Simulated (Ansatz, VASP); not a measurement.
SiO2: VASP beside Ansatz

The input INCAR:

```
SYSTEM = SiO2
ALGO = Normal
EDIFF = 1E-7
ENCUT = 520
GGA = CA
ISIF = 2
ISMEAR = 0
LASPH = .True.
LCHARG = .False.
LREAL = .False.
LWAVE = .False.
NBANDS = 34
NELM = 80
PREC = Accurate
SIGMA = 0.02
```

The input KPOINTS:

```
k-points
0
Gamma
  6 6 4
  0 0 0
```

File POSCAR:

```
SiO2
1.0
    5.0605222284      0.0000000000      0.0000000000
   -2.5302611142      4.3825408062      0.0000000000
    0.0000000000      0.0000000000      5.5413533100
Si O
3 6
Direct
    0.0000000000      0.5000000000      0.3333333333
    0.5000000000      0.5000000000      0.6666666667
    0.5000000000      0.0000000000      0.0000000000
    0.5827892600      0.7913946300      0.8333333333
    0.7913946300      0.5827892600      0.5000000000
    0.7913946300      0.2086053700      0.1666666667
    0.4172107400      0.2086053700      0.8333333333
    0.2086053700      0.4172107400      0.5000000000
    0.2086053700      0.7913946300      0.1666666667
```

Input for Ansatz:

```yaml
crystal:
  lattice:
    - [5.0605222284, 0.0, 0.0]
    - [-2.5302611142, 4.3825408062, 0.0]
    - [0.0, 0.0, 5.54135331]
  atoms:
    - { symbol: Si, position: [0.0, 0.5, 0.3333333333] }
    - { symbol: Si, position: [0.5, 0.5, 0.6666666667] }
    - { symbol: Si, position: [0.5, 0.0, 0.0] }
    - { symbol: O, position: [0.58278926, 0.79139463, 0.8333333333] }
    - { symbol: O, position: [0.79139463, 0.58278926, 0.5] }
    - { symbol: O, position: [0.79139463, 0.20860537, 0.1666666667] }
    - { symbol: O, position: [0.41721074, 0.20860537, 0.8333333333] }
    - { symbol: O, position: [0.20860537, 0.41721074, 0.5] }
    - { symbol: O, position: [0.20860537, 0.79139463, 0.1666666667] }
basis:
  ecutwfc: 420
kpoints:
  mp_grid: { grid: [6, 6, 4] }
hamiltonian:
  xc: lda
scf:
  occupations: { method: gaussian, width: 0.02 }
output:
  forces: true
  stress: true
  eigenvalues: true
```

Alike in both runs: task single point; functional LDA; k mesh 6 × 6 × 4; occupations gaussian, width 0.02 eV; no spin polarisation.

|  | VASP | Ansatz |
| --- | --- | --- |
| version | VASP 6.6.1 | Ansatz 0.2.0 |
| potentials or method | VASP PAW LDA potentials, release 64 (Si, O), cutoff 520 eV | scalar-relativistic, plane waves, PAW |
| valence electrons in the cell | 48 | 48 |

Ansatz gave:

* gap on the k mesh at the Fermi level (eV): 5.45
* least direct gap on the mesh (eV): 5.64
* pressure (GPa): -1.7
* rms of the force components (eV/Å): 0.009

Question: What did VASP give for the same quantities?

Answer: gap on the k mesh at the Fermi level (eV): 5.45; least direct gap on the mesh (eV): 5.64; pressure (GPa): -1.1; rms of the force components (eV/Å): 0.006.

LDA's correlation is that of Perdew and Zunger in VASP and of Perdew and Wang (1992) in Ansatz. Atom by atom the forces differ by 0.003 eV/Å (rms over components).
